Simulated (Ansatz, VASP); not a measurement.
**HfN in VASP and in Ansatz**

```xyz
2
Lattice="0.0000 2.2211 2.2211 2.2211 0.0000 2.2211 2.2211 2.2211 0.0000" Properties=species:S:1:pos:R:3 pbc="T T T"
Hf    2.2211    2.2211    2.2211
N     0.0000    0.0000    0.0000
```

Alike in both runs: task single point; functional PBEsol; dispersion D3(BJ); k mesh 10 × 10 × 10; occupations gaussian, width 0.05 eV; no spin polarisation.

```csv
,VASP,Ansatz
version,VASP 6.6.1,Ansatz 0.2.0
potentials or method,"VASP PAW PBE potentials, release 64 (Hf_pv, N), cutoff 520 eV","scalar-relativistic, plane waves, PAW"
valence electrons in the cell,15,31
```

```tsv
	VASP	Ansatz	Ansatz less VASP
gap on the k mesh at the Fermi level (eV)	none	none	-
pressure (GPa)	4.1	6.3	+2.19
```

VASP's potentials were made for PBE, not for PBEsol. A gap of «none» marks a metal or a gap that the smearing closes. VASP's potentials hold 15 valence electrons a cell and Ansatz's 31, so a difference there can come from the potentials and not from the codes.

Neither program's run includes spin-orbit coupling.
